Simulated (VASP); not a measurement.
Input of a VASP 6.6.1 run:

INCAR

```
SYSTEM = ZnS
ALGO = Normal ; EDIFF = 1E-8
ENCUT = 520 ; GGA = CA
IBRION = 8 ; ISIF = 2
ISMEAR = 0 ; LASPH = .True.
LCHARG = .True. ; LEPSILON = .True.
LREAL = .False. ; LWAVE = .False.
NELM = 60 ; NSW = 1
PREC = Accurate ; SIGMA = 0.01
```

Contents of KPOINTS:

```
k-points
0
Gamma
  10 10 10
  0 0 0
```

Contents of POSCAR:

```
ZnS
1.0
    0.0000000000      2.5095130972      2.5095130972
    2.5095130972      0.0000000000      2.5095130972
    2.5095130972      2.5095130972      0.0000000000
Zn S
1 1
Direct
    0.0000000000      0.0000000000      0.0000000000
    0.7500000000      0.7500000000      0.7500000000
```

Potentials or basis: VASP PAW LDA potentials, release 64 (Zn, S).

Launch:

```console
$ cat potpaw_LDA.64/Zn/POTCAR potpaw_LDA.64/S/POTCAR > POTCAR
$ mpirun -np 1 vasp_std > vasp.out
```

(1) Estimate the electronic dielectric tensor (diagonal).

(2) Predict the Born charges (mean of the diagonal).

(3) Estimate the highest phonon frequency at Γ, LO-TO splitting left out.

Results:

(1) 6.22.

(2) Zn +1.68; S -1.68 e.

(3) 381 cm⁻¹.

Caveat: the cell stands under pressure or tension, which shifts response properties.
